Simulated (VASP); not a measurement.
Here is a VASP 6.6.1 calculation.

File INCAR:

```
PREC = Accurate
ENCUT = 520
EDIFF = 1E-6
ISMEAR = -1
SIGMA = 0.1
LREAL = False
LASPH = True
NELM = 60
ALGO = Normal
ISIF = 2
LWAVE = False
LCHARG = True
LDIPOL = True
IDIPOL = 3
DIPOL = 0.5 0.5 0.500
GGA = PE
LELF = True
LVHAR = True
LVACPOTAV = True
NBANDS = 40
```

Contents of KPOINTS:

```
regular mesh
0
Gamma
  7 7 1
```

The input POSCAR:

```
Ca5Sc
1.0
    6.7672225418      0.0000000000      0.0000000000
    2.2557408473      5.0439898742      0.0000000000
    0.0000000000      0.0000000000     26.1776000000
Ca Sc
5 1
Direct
    0.0141781824      0.7429109088      0.3854409876
    0.4076084866      0.0461957567      0.4317137082
    0.1955511921      0.6522244039      0.5240049137
    0.5923915108      0.9538042446      0.5682862898
   -0.0141781832      0.2570890916      0.6145590136
    0.8044488112      0.3477755944      0.4759950871
```

Potentials or basis: VASP PAW PBE potentials, release 64 (Ca_sv, Sc_sv).

Command:

```sh
$ cat potpaw_PBE.64/Ca_sv/POTCAR potpaw_PBE.64/Sc_sv/POTCAR > POTCAR
$ mpirun -np 1 vasp_std > vasp.out
```

Estimate the band gap on the k mesh.

zero (an odd number of electrons rules out a gap without spin polarisation).

Estimate the largest force.

0.299 eV/Å.

Forces in eV/Å, atoms in the order of the input:
```
Ca  -0.151  0.068  0.249
Ca   0.056 -0.025  0.166
Ca  -0.054  0.024 -0.184
Ca   0.127 -0.057 -0.261
Ca  -0.078  0.035 -0.220
Sc   0.099 -0.044  0.250
```
